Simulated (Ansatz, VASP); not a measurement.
**PdI in VASP and in Ansatz**

```
Pd I
1.0
     0.00000    2.81983    2.81983
     2.81983    0.00000    2.81983
     2.81983    2.81983    0.00000
Pd I
1 1
Direct
  0.00000 0.00000 0.00000
  0.25000 0.25000 0.25000
```

Change from the starting cell: volume scaled by 0.8, PAW files.

Alike in both runs: task single point; functional PBEsol; k mesh 12 × 12 × 12; occupations fermi-dirac, width 0.1 eV; no spin polarisation.

|  | VASP | Ansatz |
| --- | --- | --- |
| version | VASP 6.6.1 | Ansatz 0.2.0 |
| potentials or method | VASP PAW PBE potentials, release 64 (Pd, I) | PAW with Ansatz's default frozen-core files, scalar-relativistic |
| plane-wave cutoff (eV) | 520 | 420 |
| valence electrons in the cell | 17 | 35 |

|  | VASP | Ansatz | Ansatz less VASP |
| --- | --- | --- | --- |
| pressure (GPa) | 24.5 | 24.6 | +0.16 |

VASP's potentials were made for PBE, not for PBEsol. With one functional, cell and mesh, what is left measures potentials, basis and numerics. VASP's potentials hold 17 valence electrons a cell and Ansatz's 35, so a difference there can come from the potentials and not from the codes.

Spin-orbit coupling is off throughout.
